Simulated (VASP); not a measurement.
Here is a VASP 6.6.1 calculation.

INCAR

```
SYSTEM = Te2Mo
PREC = Accurate
ENCUT = 520
EDIFF = 1E-7
ISMEAR = -1
SIGMA = 0.05
LREAL = .FALSE.
LASPH = .TRUE.
NELM = 80
ALGO = Normal
ISIF = 2
LWAVE = .FALSE.
LCHARG = .FALSE.
GGA = RE
NBANDS = 35
```

File KPOINTS:

```
Automatic mesh
0
G
  9 9 2
  0 0 0
```

POSCAR

```
Te2Mo
1.0
    3.5415000168      0.0000000000      0.0000000000
   -1.7707500084      3.0670289820      0.0000000000
    0.0000000000      0.0000000000     14.0661430943
Te Mo
4 2
Direct
    0.6666666667      0.3333333333      0.3790000000
    0.3333333333      0.6666666667      0.8790000000
    0.6666666667      0.3333333333      0.1210000000
    0.3333333333      0.6666666667      0.6210000000
    0.6666666667      0.3333333333      0.7500000000
    0.3333333333      0.6666666667      0.2500000000
```

Potentials or basis: VASP PAW PBE potentials, release 64 (Te, Mo_sv).

The run is started by

```sh
$ cat potpaw_PBE.64/Te/POTCAR potpaw_PBE.64/Mo_sv/POTCAR > POTCAR
$ mpirun -np 1 vasp_std > vasp.out
```

(1) Predict the band gap on the k mesh.

(2) What does it give for the pressure?

(3) What does it give for the largest force?

Results:

(1) 0.81 eV, indirect (least direct gap 1.01 eV).

(2) 2.3 GPa.

(3) 0.028 eV/Å.

Caveat: the PAW data sets were made with another functional, which shifts forces and pressure a little; spin-orbit coupling is left out, which moves the levels of the heavy elements; this functional lacks dispersion, which binds the layers, so the pressure and a relaxed spacing across them are unreliable.

**Measured values to compare with.**

“Broadband infrared study of pressure-tunable Fano resonance and metallization transition in 2H-MoTe2”, 2022, pmc:9569381 quotes, for a bulk crystal of Te2Mo at 300 K: band gap 0.88 ± 0.05 eV (indirect).

A measured gap of Te2Mo is 0.88 eV (indirect; 300 K; quoted in “Broadband infrared study of pressure-tunable Fano resonance and metallization transition in 2H-MoTe2”, 2022, pmc:9569381); the calculated 0.81 eV misses it by -0.07 eV. Spin-orbit coupling on Mo, Te is left out. The value is that of revPBE on a finite k mesh, which can miss the band edges, without temperature or zero-point motion. Semilocal functionals fall short of measured gaps as a rule.
